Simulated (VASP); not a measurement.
# Ir3Cl: single point with PBE

System: Ir3Cl, a slab with vacuum.

```xyz
4
Lattice="2.7368 0.0000 0.0000 -1.3684 2.3701 0.0000 0.0000 0.0000 19.8426" Properties=species:S:1:pos:R:3 pbc="T T T"
Ir    1.3684    0.7900    4.0000
Ir    0.0000    1.5801    6.1713
Ir    0.0000    0.0000    8.3426
Cl    0.9123    0.7900   10.5518
```

```
Program             : VASP 6.6.1
Task                : single point
Functional          : PBE
Potentials or basis : VASP PAW PBE potentials, release 64 (Ir, Cl)
Cutoff              : 520 eV
k mesh              : 12 × 12 × 1
Occupations         : gaussian, width 0.1 eV
Spin                : no spin polarisation
```

The largest force is 0.365 eV/Å. The band gap on the k mesh is zero (bands 17 and 18 overlap by 1.58 eV).

Forces on the atoms (eV/Å):
```
Ir  -0.101 -0.024 -0.151
Ir   0.176 -0.021  0.319
Ir   0.205  0.222 -0.182
Cl  -0.280 -0.178  0.014
```

Levels at points of the mesh, in eV from the Fermi level:
```tsv
k point	band 14	band 15	band 16	band 17	band 18	band 19	band 20	band 21
(0.00, 0.00, 0.00)	-1.34	-1.29	-0.83	-0.59	-0.36	0.32	0.54	0.74
(0.50, 0.00, 0.00)	-0.43	0.29	0.47	0.76	1.23	1.49	1.78	3.12
(0.00, 0.50, 0.00)	-0.60	0.31	0.53	0.76	1.22	1.38	1.49	3.23
(0.50, 0.50, 0.00)	-0.76	0.41	0.69	0.79	0.99	1.24	1.49	3.28
```

Run time: 7.7 min on 1 thread of Intel(R) Xeon(R) Platinum 8375C CPU @ 2.90GHz (Ice Lake) (shared host), peak memory 0.37 GiB.

Caveat: spin-orbit coupling is left out, which moves the levels of the heavy elements.
